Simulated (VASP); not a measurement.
Write the native input for VASP 6.6.1 that does the following.

```yaml
Task: single point
Functional: PBE
Potentials_or_basis: VASP PAW PBE potentials, release 64 (Zn, O)
Cutoff: 520 eV
k_mesh: 3 × 3 × 3
Occupations: gaussian, width 0.01 eV
Spin: no spin polarisation
Dipole_correction: no
Further_INCAR_settings: LREAL = Auto; ALGO = Normal; EDIFF = 1e-06; NBANDS = 86
```

The structure of ZnO (zincite) lies in POSCAR:

```
ZnO
1.0
    0.0000000000      0.0000000000     -5.2932739833
    3.2794860218     -5.6802364126      0.0000000000
   -6.5589720437      0.0000000000      0.0000000000
Zn O
8 8
Direct
    0.5000314109      0.1666666667      0.3333333333
    0.5000314109      0.6666666667      0.3333333333
    0.5000314109      0.1666666667      0.8333333333
    0.5000314109      0.6666666667      0.8333333333
    0.0000314109      0.3333333333      0.1666666667
    0.0000314109      0.8333333333      0.1666666667
    0.0000314109      0.3333333333      0.6666666667
    0.0000314109      0.8333333333      0.6666666667
    0.6209585891      0.3333333333      0.1666666667
    0.6209585891      0.8333333333      0.1666666667
    0.6209585891      0.3333333333      0.6666666667
    0.6209585891      0.8333333333      0.6666666667
    0.1209585891      0.1666666667      0.3333333333
    0.1209585891      0.6666666667      0.3333333333
    0.1209585891      0.1666666667      0.8333333333
    0.1209585891      0.6666666667      0.8333333333
```

These files were run (other wordings do the same):

INCAR

```
SYSTEM = ZnO
PREC = Accurate
ENCUT = 520
EDIFF = 1E-6
ISMEAR = 0
SIGMA = 0.01
LREAL = Auto
LASPH = .TRUE.
NELM = 80
ALGO = Normal
ISIF = 2
LWAVE = .FALSE.
LCHARG = .FALSE.
GGA = PE
NBANDS = 86
```

KPOINTS

```
Automatic mesh
0
G
  3 3 3
  0 0 0
```

Potentials or basis: VASP PAW PBE potentials, release 64 (Zn, O).

Launch:

```console
$ cat potpaw_PBE.64/Zn/POTCAR potpaw_PBE.64/O/POTCAR > POTCAR
$ mpirun -np 1 vasp_std > vasp.out
```

It gave:

```json
{
 "Pressure": "0.9 GPa",
 "Band gap on the k mesh": "0.73 eV"
}
```

Run time: 100 s on 1 thread of Intel(R) Xeon(R) 6975P-C (Granite Rapids) (shared host), peak memory 0.32 GiB.
